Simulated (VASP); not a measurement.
# SrO (R-3m) in VASP: dielectric tensor with r2SCAN

Aim: the dielectric tensor of SrO with r2SCAN.

All numbers are computed with VASP 6.6.1; they aren't measurements. Logs are shortened: lines on timing, memory, paths and dates and some standing lists are left out, and cuts for length are marked.

### Step 1. The cell of the first run

Symmetry: R-3m, No. 166, trigonal system. The conventional cell has a = 3.794 Å, b = 3.794 Å, c = 8.690 Å, α = 90.00°, β = 90.00°, γ = 120.00°. Within 3.5 Å of Sr (site symmetry -3m) lie 6 O at 2.63 Å. O (site symmetry -3m) has 6 Sr at 2.63 Å within 3.5 Å.

### Step 2. Dielectric tensor, r2SCAN (epitaxial 111 strain +4.0%)

INCAR reads:

```
SYSTEM = SrO
ALGO = Normal
EDIFF = 1E-8
ENCUT = 520
ISIF = 2
ISMEAR = 0
LASPH = .TRUE.
LCALCEPS = .TRUE.
LCHARG = .FALSE.
LMIXTAU = .TRUE.
LREAL = .FALSE.
LWAVE = .FALSE.
METAGGA = R2SCAN
NELM = 80
PREC = Accurate
SIGMA = 0.01
```

KPOINTS reads:

```
k-points
0
G
  8 8 8
  0 0 0
```

POSCAR reads:

```
SrO
1.0
   -0.1162875676      2.5668004513      2.5668004513
    2.5668004513     -0.1162875676      2.5668004513
    2.5668004513      2.5668004513     -0.1162875676
Sr O
1 1
Direct
    0.0000000000      0.0000000000      0.0000000000
    0.5000000000      0.5000000000      0.5000000000
```

Potentials or basis: VASP PAW PBE potentials, release 64 (Sr_sv, O).

On the command line:

```console
$ cat potpaw_PBE.64/Sr_sv/POTCAR potpaw_PBE.64/O/POTCAR > POTCAR
$ mpirun -np 1 vasp_std > vasp.out
```

OUTCAR:

```text
SYSTEM = SrO
   EDIFF = 1E-8
   ENCUT = 520
   ISIF = 2
   ISMEAR = 0
   LASPH = .TRUE.
   LREAL = .FALSE.
   METAGGA = R2SCAN
   NELM = 80
   PREC = Accurate

 ion  position               nearest neighbor table
   1  0.000  0.000  0.000-   2 2.63   2 2.63   2 2.63   2 2.63   2 2.63   2 2.63
   2  0.500  0.500  0.500-   1 2.63   1 2.63   1 2.63   1 2.63   1 2.63   1 2.63

  LATTYP: Found a trigonal (rhomboedric) cell.
 ALAT       =     3.6318661748
 COS(alpha) =     0.4542293649

  Lattice vectors:

 A1 = (  -0.1162875676,   2.5668004513,   2.5668004513)
 A2 = (   2.5668004513,  -0.1162875676,   2.5668004513)
 A3 = (   2.5668004513,   2.5668004513,  -0.1162875676)

Analysis of symmetry for initial positions (statically):
=====================================================================
 Subroutine PRICEL returns:
 Original cell was already a primitive cell.

 Routine SETGRP: Setting up the symmetry group for a
 trigonal (rhombohedral) supercell.

 Subroutine GETGRP returns: Found 12 space group operations
 (whereof 12 operations were pure point group operations)
 out of a pool of 12 trial point group operations.

The static configuration has the point symmetry D_3d.

Analysis of symmetry for dynamics (positions and initial velocities):
=====================================================================
 Subroutine PRICEL returns:
 Original cell was already a primitive cell.

 Routine SETGRP: Setting up the symmetry group for a
 trigonal (rhombohedral) supercell.

 Subroutine GETGRP returns: Found 12 space group operations
 (whereof 12 operations were pure point group operations)
 out of a pool of 12 trial point group operations.

The dynamic configuration has the point symmetry D_3d.

 Subroutine INISYM returns: Found 12 space group operations
 (whereof 12 operations are pure point group operations),
 and found     1 'primitive' translations

----------------------------------------------------------------------------------------

                                     Primitive cell

  volume of cell :      36.1194

  direct lattice vectors                    reciprocal lattice vectors
    -0.116287568  2.566800451  2.566800451    -0.182033302  0.190671579  0.190671579
     2.566800451 -0.116287568  2.566800451     0.190671579 -0.182033302  0.190671579
     2.566800451  2.566800451 -0.116287568     0.190671579  0.190671579 -0.182033302

  length of vectors
     3.631866175  3.631866175  3.631866175     0.325342012  0.325342012  0.325342012

  position of ions in fractional coordinates (direct lattice)
     0.000000000  0.000000000  0.000000000
     0.500000000  0.500000000  0.500000000

  ion indices of the primitive-cell ions
   primitive index   ion index
                 1           1
                 2           2

----------------------------------------------------------------------------------------

 KPOINTS: k-points

Automatic generation of k-mesh.
 Grid dimensions read from file:
 generate k-points for:    8    8    8

 Generating k-lattice:

  Cartesian coordinates                     Fractional coordinates (reciprocal lattice)
    -0.022754163  0.023833947  0.023833947     0.125000000  0.000000000 -0.000000000
     0.023833947 -0.022754163  0.023833947     0.000000000  0.125000000 -0.000000000
     0.023833947  0.023833947 -0.022754163     0.000000000  0.000000000  0.125000000

  Length of vectors
     0.040667752  0.040667752  0.040667752

  Shift w.r.t. Gamma in fractional coordinates (k-lattice)
     0.000000000  0.000000000  0.000000000

 Subroutine IBZKPT returns following result:
 ===========================================

 Found     65 irreducible k-points:

 Following reciprocal coordinates:
            Coordinates               Weight
  0.000000  0.000000  0.000000      1.000000
  0.125000  0.000000  0.000000      6.000000
[... 36 lines left out ...]
   LNONCOLLINEAR =      F non collinear calculations
   LSORBIT =      F    spin-orbit coupling
   LASPH  =      T    aspherical Exc in radial PAW
   ENCUT  =  520.0 eV  38.22 Ry    6.18 a.u.   6.75  6.75  6.75*2*pi/ulx,y,z
   NELM   =     80;   NELMIN=  2; NELMDL= -5     # of ELM steps
   EDIFF  = 0.1E-07   stopping-criterion for ELM
   LREAL  =      F    real-space projection
   EDIFFG = 0.1E-06   stopping-criterion for IOM
   NSW    =      0    number of steps for IOM
   IBRION =     -1    ionic relax: 0-MD 1-quasi-New 2-CG
   NFREE  =      0    steps in history (QN), initial steepest desc. (CG)
   ISIF   =      2    stress and relaxation
   ISYM   =      2    0-nonsym 1-usesym 2-fastsym
   POTIM  = 0.5000    time-step for ionic-motion
   TEBEG  =    0.0;   TEEND  =   0.0 temperature during run
   PSTRESS=    0.0 pullay stress
   NELECT =      16.0000    total number of electrons
   NUPDOWN=      -1.0000    fix difference up-down
   EMIN   =  10.00;   EMAX   =-10.00  energy-range for DOS
   EFERMI =   0.00;   METHOD = LEGACY
   ISMEAR =     0;   SIGMA  =   0.01  broadening in eV -4-tet -1-fermi 0-gaus
   EFERMI_NEDOS =   21; number of points for ismear=-14 and -15
   IALGO  =     38    algorithm
   IMIX   =      4    mixing-type and parameters
     AMIX     =   0.40;   BMIX     =  1.00
     AMIX_MAG =   1.60;   BMIX_MAG =  1.00
  volume/ion in A,a.u.               =      18.06       121.87
  Fermi-wavevector in a.u.,A,eV,Ry     =   1.247961  2.358305 21.189816  1.557408
  Thomas-Fermi vector in A             =   2.382070
   LORBIT       =      0    0 simple, 1 ext, 2 COOP (PROOUT), +10 PAW based schemes
   METAGGA = R2SCAN    functional components
   LHFCALC =     F    Hartree Fock is set to
   AEXX    =    0.0000 exact exchange contribution
   IVDW    =     0    specifies the selected vdW correction
   LEPSILON=     F    determine dielectric tensor
   LRPA    =     F    only Hartree local field effects (RPA)
   LRPA       =     F
 non-spin polarized calculation
 Gauss-broadening in eV      SIGMA  =   0.01
  energy-cutoff  :      520.00
  volume of cell :       36.12
 maximum number of plane-waves:       984
   NGX = 13   NGY = 13   NGZ = 13

 Total electronic dipole moment: p[elc]=(    -0.00000    -0.00000    -0.00000 ) |e| Angst

 Total electronic dipole moment: p[elc]=(     0.00000     0.00000     0.00000 ) |e| Angst

 number of electron      16.0000004 magnetization

 Free energy of the ion-electron system (eV)
  ---------------------------------------------------
  ext. energy  EPLUGINS =         0.00000000
  ---------------------------------------------------
  free energy    TOTEN  =       -27.00316528 eV

  energy without entropy =      -27.00316528  energy(sigma->0) =      -27.00316528

 E-fermi :   1.2789     XC(G=0): -10.2790

 val. band max:        1.1843909096   @ k =   0.0000   0.0000   0.0000
 cond. band min:   10000.0000000000   @ k =   0.0000   0.0000   0.0000
 fundamental gap:   9998.8156090904
 Fermi energy:         1.2788718670

 k-point     1 :       0.0000    0.0000    0.0000
  band No.  band energies     occupation
      1     -32.6595      2.00000
      2     -14.8687      2.00000
      3     -13.7348      2.00000
      4     -13.7348      2.00000
      5     -13.7306      2.00000
      6       1.0479      2.00000
      7       1.0479      2.00000
      8       1.1844      2.00000
      9   10000.0000      0.00000
     10   10000.0000      0.00000
     11   10000.0000      0.00000
     12   10000.0000      0.00000
[... 331 lines left out ...]
 k-point    24 :       0.3750    0.1250    0.1250
  band No.  band energies     occupation
      1     -32.5821      2.00000
      2     -15.7750      2.00000
      3     -13.8851      2.00000
      4     -13.7452      2.00000
      5     -13.0239      2.00000
      6      -0.3892      2.00000
      7       0.1821      2.00000
      8       0.7717      2.00000
      9   10000.0000      0.00000
     10   10000.0000      0.00000
     11   10000.0000      0.00000
     12   10000.0000      0.00000

 [... further k-points ...]

------------------------ aborting loop because EDIFF is reached ----------------------------------------

            Ionic dipole moment: p[ion]=(   -15.05194   -15.05194   -15.05194 ) |e| Angst

 Total electronic dipole moment: p[elc]=(    -0.00006    -0.00006     0.00501 ) |e| Angst

 MACROSCOPIC STATIC DIELECTRIC TENSOR (including local field effects)
 ------------------------------------------------------
           3.507668    -0.027781    -0.027781
          -0.027781     3.507668    -0.027781
          -0.027781    -0.027781     3.507668
 ------------------------------------------------------

 PIEZOELECTRIC TENSOR (including local field effects) (e Angst)
          XX          YY          ZZ          XY          YZ          ZX
  --------------------------------------------------------------------------------
  x     0.00000     0.00000     0.00000     0.00000     0.00000     0.00000
  y     0.00000     0.00000     0.00000     0.00000     0.00000     0.00000
  z     0.00000     0.00000     0.00000     0.00000     0.00000     0.00000

 PIEZOELECTRIC TENSOR (including local field effects) (C/m^2)
          XX          YY          ZZ          XY          YZ          ZX
  --------------------------------------------------------------------------------
  x     0.00000     0.00000     0.00000     0.00000     0.00000     0.00000
  y     0.00000     0.00000     0.00000     0.00000     0.00000     0.00000
  z     0.00000     0.00000     0.00000     0.00000     0.00000     0.00000

 BORN EFFECTIVE CHARGES (including local field effects) (in |e|, cummulative output)
 ---------------------------------------------------------------------------------
 ion    1
    1     2.39621    -0.03343    -0.03343
    2    -0.03343     2.39621    -0.03343
    3    -0.03343    -0.03343     2.39621
 ion    2
    1    -2.39621     0.03343     0.03343
    2     0.03343    -2.39621     0.03343
    3     0.03343     0.03343    -2.39621

  FORCE on cell =-STRESS in cart. coord.  units (eV):
  Direction    XX          YY          ZZ          XY          YZ          ZX
  --------------------------------------------------------------------------------------
  -------------------------------------------------------------------------------------
  Total       -0.8950725     -0.8950725     -0.8950725      0.4935907      0.4935907      0.4935907
  in kB      -39.7034023    -39.7034023    -39.7034023     21.8945720     21.8945720     21.8945720
  external PRESSURE =     -39.7034023 kB  Pullay stress =       0.0000000 kB

 VOLUME and BASIS-vectors are now :
 -----------------------------------------------------------------------------
  energy-cutoff  :      520.00
  volume of cell :       36.12
      direct lattice vectors                 reciprocal lattice vectors
    -0.116287568  2.566800451  2.566800451    -0.182033302  0.190671579  0.190671579
     2.566800451 -0.116287568  2.566800451     0.190671579 -0.182033302  0.190671579
     2.566800451  2.566800451 -0.116287568     0.190671579  0.190671579 -0.182033302

 POSITION                                       TOTAL-FORCE (eV/Angst)
 -----------------------------------------------------------------------------------
      0.00000      0.00000      0.00000         0.000000     -0.000000      0.000000
      2.50866      2.50866      2.50866        -0.000000      0.000000     -0.000000
 -----------------------------------------------------------------------------------
    total drift:                                0.000000      0.000000      0.000000

  FREE ENERGIE OF THE ION-ELECTRON SYSTEM (eV)
  ---------------------------------------------------
  free  energy   TOTEN  =       -27.0031652776 eV

  energy  without entropy=      -27.0031652776  energy(sigma->0) =      -27.00316528
```

Run time: 58 min. Hardware: 1 thread of Intel Xeon 6975P-C, shared host; peak memory 0.43 GiB.

Results:

```yaml
Band_gap_on_the_k_mesh: 3.65 eV, indirect (least direct gap 3.81 eV)
Electronic_dielectric_tensor_diagonal: 3.51
Born_charges_mean_of_the_diagonal: Sr +2.40; O -2.40 e
```

Levels at points of the mesh, in eV from the valence-band top:
```csv
k point,band 6,band 7,band 8,band 9,band 10,band 11
"(0.00, 0.00, 0.00)",-0.14,-0.14,0.00,4.08,6.21,6.21
"(0.50, 0.00, 0.00)",-2.11,-1.18,-0.91,6.60,8.46,8.48
"(0.50, 0.50, 0.00)",-0.64,-0.28,-0.16,3.65,7.88,10.30
"(0.50, 0.50, 0.50)",-2.10,-1.29,-1.29,6.85,8.59,9.30
```

Electronic dielectric tensor:
```
 3.51 -0.03 -0.03
-0.03  3.51 -0.03
-0.03 -0.03  3.51
```

Born effective charge tensors (e):
atom 1, Sr
```
 2.40 -0.03 -0.03
-0.03  2.40 -0.03
-0.03 -0.03  2.40
```
atom 2, O
```
-2.40  0.03  0.03
 0.03 -2.40  0.03
 0.03  0.03 -2.40
```

Dipole moments of the cell (e·Å, modulo the quantum): ionic -15.052, -15.052, -15.052; electronic 0.000, 0.000, 0.005

Caveat: the cell differs from its parent crystal (epitaxial 111 strain +4.0%); the PAW data sets were made with another functional, which shifts forces and pressure a little.
